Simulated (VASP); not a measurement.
Input of a VASP 6.6.1 run:

File INCAR:

```
  PREC = Accurate
  ENCUT = 520
  EDIFF = 1E-6
  ISMEAR = 0
  SIGMA = 0.05
  LREAL = F
  LASPH = T
  NELM = 100
  ALGO = Normal
  ISIF = 2
  LWAVE = F
  LCHARG = F
  GGA = PS
  NBANDS = 26
```

Contents of KPOINTS:

```
Automatic mesh
0
Gamma
  8 8 8
```

File POSCAR:

```
AlN
1.0
   -3.1135599857      0.0000000000      0.0000000000
    0.0000000000      5.3928440876      0.0000000000
    1.5567799928     -2.6964220438     -4.9833504711
Al N
4 4
Direct
    1.0105509290      0.3313751049      0.9984910843
    0.5105509290      0.8313751049      0.9984910843
    0.2379401554      0.9171159795      0.4984910843
    0.7379401554      0.4171159795      0.4984910843
    0.7981538849      0.1389912029      0.6165078030
    0.2981538849      0.6389912029      0.6165078030
    0.0683539181      0.7275166000      0.1165078030
    0.5683539181      0.2275166000      0.1165078030
```

Potentials or basis: VASP PAW PBE potentials, release 64 (Al, N).

Command:

```console
$ cat potpaw_PBE.64/Al/POTCAR potpaw_PBE.64/N/POTCAR > POTCAR
$ mpirun -np 1 vasp_std > vasp.out
```

Q: Predict the pressure.

A: 0.0 GPa.

Q: Estimate the band gap on the k mesh.

A: 4.10 eV.

Q: Estimate the largest force.

A: 0.337 eV/Å.

Forces in eV/Å, atoms in the order of the input:
```
Al   0.198  0.271  0.015
Al   0.198  0.271  0.015
Al  -0.198 -0.271  0.015
Al  -0.198 -0.271  0.015
N   -0.089  0.300 -0.015
N   -0.089  0.300 -0.015
N    0.089 -0.300 -0.015
N    0.089 -0.300 -0.015
```

Caveat: the cell differs from its parent crystal (atoms displaced along a vibrational mode); the PAW data sets were made with another functional, which shifts forces and pressure a little. A k mesh can miss the band edges.
